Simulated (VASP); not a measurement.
**GaN: G0W0 quasiparticle levels with PBE**

GaN:

```
Ga N
1.0
     3.19000    0.00000    0.00000
    -1.59500    2.76262    0.00000
     0.00000    0.00000    5.18600
Ga N
2 2
Cartesian
  0.0000 1.8417 0.0000
  1.5950 0.9209 2.5930
  0.0000 1.8417 1.9650
  1.5950 0.9209 4.5580
```

```yaml
Program: VASP 6.6.1
Task: G0W0 quasiparticle levels
Functional: PBE
Potentials_or_basis: VASP PAW PBE potentials, release 64 (Ga_d_GW, N_GW)
Cutoff: 500 eV
k_mesh: 2 × 2 × 2
Occupations: gaussian, width 0.01 eV
Spin: no spin polarisation
Dipole_correction: no
GW_scheme: G0W0
GW_iterations: 1
Cutoff_of_the_response_function: 200
Frequency_points: 48
Empty_bands: 875
Further_INCAR_settings: ALGO = EVGW0; EDIFF = 1e-08; NBANDS = 893
```

```json
{
  "Band gap on the k mesh, mean-field level": "1.81 eV, direct",
  "Quasiparticle gap": "2.82 eV",
  "Least direct quasiparticle gap": "2.82 eV"
}
```

Levels at points of the mesh, in eV from the valence-band top:
| k point | band 14 | band 15 | band 16 | band 17 | band 18 | band 19 | band 20 | band 21 | band 22 |
| --- | --- | --- | --- | --- | --- | --- | --- | --- | --- |
| (0.00, 0.00, 0.00) | -1.06 | -1.06 | -0.03 | 0.00 | 0.00 | 1.81 | 4.00 | 9.16 | 9.60 |
| (0.50, 0.00, 0.00) | -5.44 | -4.29 | -2.82 | -2.26 | -1.04 | 4.81 | 5.40 | 5.93 | 8.56 |
| (0.00, 0.00, 0.50) | -3.92 | -0.54 | -0.54 | -0.54 | -0.54 | 4.11 | 4.11 | 8.29 | 8.29 |
| (0.50, 0.00, 0.50) | -6.76 | -2.01 | -2.01 | -1.92 | -1.92 | 4.22 | 4.22 | 7.53 | 7.53 |

It took 3.6 min on 1 thread of AMD EPYC 9R45 96-Core Processor (Zen 5), on a shared host, peak memory 0.39 GiB.

Caveat: the k points lie up to 1.14 Å⁻¹ apart; bands, screening cutoff and mesh are small and nothing is extrapolated, so the quasiparticle values aren't converged.
